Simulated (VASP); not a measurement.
# MnO in VASP: notebook, part 2 of 2

VASP 6.6.1. The steps go on from the part before.

**3. Single point, r2SCAN, collinear spin, ferromagnetic start**

This run uses another cell than the first one, of 10.34 Å³/atom, 0.903 times its volume.

POSCAR reads:

```
MnO
1.0
    0.0000000000      2.1785090927      2.1785090927
    2.1785090927      0.0000000000      2.1785090927
    2.1785090927      2.1785090927      0.0000000000
Mn O
1 1
Direct
    0.0000000000      0.0000000000      0.0000000000
    0.5000000000      0.5000000000      0.5000000000
```

INCAR.step1 reads:

```
PREC     = Accurate       # precision mode
ENCUT    = 660            # plane-wave cutoff, eV
ISMEAR   = -1             # smearing method
SIGMA    = 0.05           # smearing width, eV
LREAL    = False          # projectors in reciprocal space
LASPH    = True           # aspherical terms in the spheres
NELM     = 200            # most SCF steps
ISPIN    = 2              # spin polarisation
MAGMOM   = 4 0            # initial moments
LMAXMIX  = 4              # l up to which the mixer works
NBANDS   = 22             # bands
GGA      = PE             # functional
ALGO     = Normal         # electronic algorithm
EDIFF    = 1E-5           # SCF threshold, eV
LWAVE    = True           # write WAVECAR
LCHARG   = False          # write CHGCAR
GGA_COMPAT= False
```

INCAR.step2 reads:

```
PREC     = Accurate       # precision mode
ENCUT    = 660            # plane-wave cutoff, eV
EDIFF    = 1E-6           # SCF threshold, eV
ISMEAR   = -1             # smearing method
SIGMA    = 0.05           # smearing width, eV
LREAL    = False          # projectors in reciprocal space
LASPH    = True           # aspherical terms in the spheres
NELM     = 200            # most SCF steps
ALGO     = Normal         # electronic algorithm
ISIF     = 2              # what is computed and relaxed
LWAVE    = False          # write WAVECAR
LCHARG   = True           # write CHGCAR
ISPIN    = 2              # spin polarisation
MAGMOM   = 4 0            # initial moments
LORBIT   = 11             # projections on sites
LMAXMIX  = 4              # l up to which the mixer works
METAGGA  = R2SCAN         # meta-GGA
LMIXTAU  = True         
LELF     = True           # ELF
LVHAR    = True         
NBANDS   = 22             # bands
ISTART   = 1            
GGA_COMPAT= False
```

KPOINTS reads:

```
Automatic mesh
0
Gamma
  10 10 10
```

Potentials or basis: VASP PAW PBE potentials, release 64 (Mn_sv, O).

The run is started by

```console
cat potpaw_PBE.64/Mn_sv/POTCAR potpaw_PBE.64/O/POTCAR > POTCAR
cp INCAR.step1 INCAR
mpirun -np 1 vasp_std > vasp.out
cp INCAR.step2 INCAR
mpirun -np 1 vasp_std > vasp.out
```

OUTCAR:

```text
PREC = Accurate
   ENCUT = 660
   EDIFF = 1E-6
   ISMEAR = -1
   LREAL = False
   LASPH = True
   NELM = 200
   ISIF = 2
   ISPIN = 2
   LORBIT = 11
   METAGGA = R2SCAN
   ISTART = 1

 ion  position               nearest neighbor table
   1  0.000  0.000  0.000-   2 2.18   2 2.18   2 2.18   2 2.18   2 2.18   2 2.18
   2  0.500  0.500  0.500-   1 2.18   1 2.18   1 2.18   1 2.18   1 2.18   1 2.18

  LATTYP: Found a face centered cubic cell.
 ALAT       =     4.3570181854

  Lattice vectors:

 A1 = (   0.0000000000,   2.1785090927,   2.1785090927)
[... 1414 lines left out ...]
  external PRESSURE =      99.0957031 kB  Pullay stress =       0.0000000 kB

 VOLUME and BASIS-vectors are now :
 -----------------------------------------------------------------------------
  energy-cutoff  :      660.00
  volume of cell :       20.68
      direct lattice vectors                 reciprocal lattice vectors
     0.000000000  2.178509093  2.178509093    -0.229514764  0.229514764  0.229514764
     2.178509093  0.000000000  2.178509093     0.229514764 -0.229514764  0.229514764
     2.178509093  2.178509093  0.000000000     0.229514764  0.229514764 -0.229514764

 POSITION                                       TOTAL-FORCE (eV/Angst)
 -----------------------------------------------------------------------------------
      0.00000      0.00000      0.00000         0.000000     -0.000000      0.000000
      2.17851      2.17851      2.17851        -0.000000      0.000000     -0.000000
 -----------------------------------------------------------------------------------
    total drift:                                0.000000      0.000000      0.000000

  FREE ENERGIE OF THE ION-ELECTRON SYSTEM (eV)
  ---------------------------------------------------
  free  energy   TOTEN  =       -24.5200716126 eV

  energy  without entropy=      -24.5174666151  energy(sigma->0) =      -24.51876911

 total charge

# of ion       s       p       d       tot
------------------------------------------
    1        2.113   6.029   4.721  12.863
    2        1.556   3.504   0.000   5.060
--------------------------------------------------
tot          3.669   9.532   4.721  17.923

 magnetization (x)

# of ion       s       p       d       tot
------------------------------------------
    1        0.025   0.013   4.323   4.361
    2        0.034   0.211   0.000   0.245
--------------------------------------------------
tot          0.059   0.224   4.323   4.606
```

OSZICAR.step1:

```text
N       E                     dE             d eps       ncg     rms          rms(c)
DAV:   1     0.293470644001E+03    0.29347E+03   -0.12636E+04  4474   0.143E+03
DAV:   2    -0.185698050129E+01   -0.29533E+03   -0.27746E+03  4208   0.448E+02
DAV:   3    -0.177890263498E+02   -0.15932E+02   -0.15642E+02  5850   0.123E+02
DAV:   4    -0.186371912988E+02   -0.84816E+00   -0.84370E+00  6272   0.234E+01
DAV:   5    -0.186444096579E+02   -0.72184E-02   -0.72176E-02  5398   0.226E+00    0.144E+01
DAV:   6    -0.167477609910E+02    0.18966E+01   -0.95291E+00  6672   0.441E+01    0.179E+01
DAV:   7    -0.164702644332E+02    0.27750E+00   -0.11793E+00  6608   0.218E+01    0.948E+00
DAV:   8    -0.164637670318E+02    0.64974E-02   -0.60613E-02  5586   0.254E+00    0.514E+00
DAV:   9    -0.164523398208E+02    0.11427E-01   -0.33622E-02  5888   0.272E+00    0.691E-01
DAV:  10    -0.164533009282E+02   -0.96111E-03   -0.48414E-03  5946   0.915E-01    0.285E-01
DAV:  11    -0.164537936802E+02   -0.49275E-03   -0.47766E-04  5892   0.200E-01    0.173E-01
DAV:  12    -0.164538640423E+02   -0.70362E-04   -0.42868E-05  5554   0.825E-02    0.639E-02
DAV:  13    -0.164538884993E+02   -0.24457E-04   -0.19365E-05  5002   0.448E-02    0.287E-02
DAV:  14    -0.164538955022E+02   -0.70029E-05   -0.44574E-06  3466   0.176E-02
   1 F= -.16453896E+02 E0= -.16448704E+02  d E =-.103826E-01  mag=     4.5746
```

Wall time 3.6 min (1 thread of Intel Xeon Platinum 8375C at 2.90GHz (Ice Lake), shared host); peak memory 0.21 GiB.

What came out:

| Quantity | Value |
| --- | --- |
| Free energy | -24.5201 eV |
| Pressure | 9.9 GPa |
| Band gap on the k mesh | zero (filled and empty bands overlap) |
| Net moment | 4.97 μB per cell |
| Site moments | Mn +4.36; O +0.24 μB |
| Valence electrons inside the program's atomic spheres | Mn 12.86; O 5.06 |

Levels at points of the mesh, in eV from the Fermi level:
Spin up:
| k point | band 11 | band 12 | band 13 | band 14 | band 15 | band 16 |
| --- | --- | --- | --- | --- | --- | --- |
| (0.00, 0.00, 0.00) | -3.81 | -3.25 | -3.25 | -0.01 | 14.74 | 17.26 |
| (0.50, 0.00, 0.00) | -2.32 | -0.01 | -0.01 | 3.99 | 8.75 | 12.84 |
| (0.50, 0.50, 0.00) | -2.56 | -2.56 | -2.34 | 5.82 | 8.72 | 11.04 |
Spin down:
```csv
k point,band 6,band 7,band 8,band 9,band 10,band 11
"(0.00, 0.00, 0.00)",-3.71,-3.71,-3.71,1.61,1.61,1.61
"(0.50, 0.00, 0.00)",-8.03,-5.30,-5.30,3.01,3.11,3.11
"(0.50, 0.50, 0.00)",-7.08,-4.80,-4.80,-0.30,3.10,3.41
```

Caveat: the PAW data sets were made with another functional, which shifts forces and pressure a little; a cell with one magnetic atom can't hold antiferromagnetic order, which such compounds often take; semilocal functionals often make such compounds metallic where correlation or magnetic order opens a gap, which also shifts bond lengths.
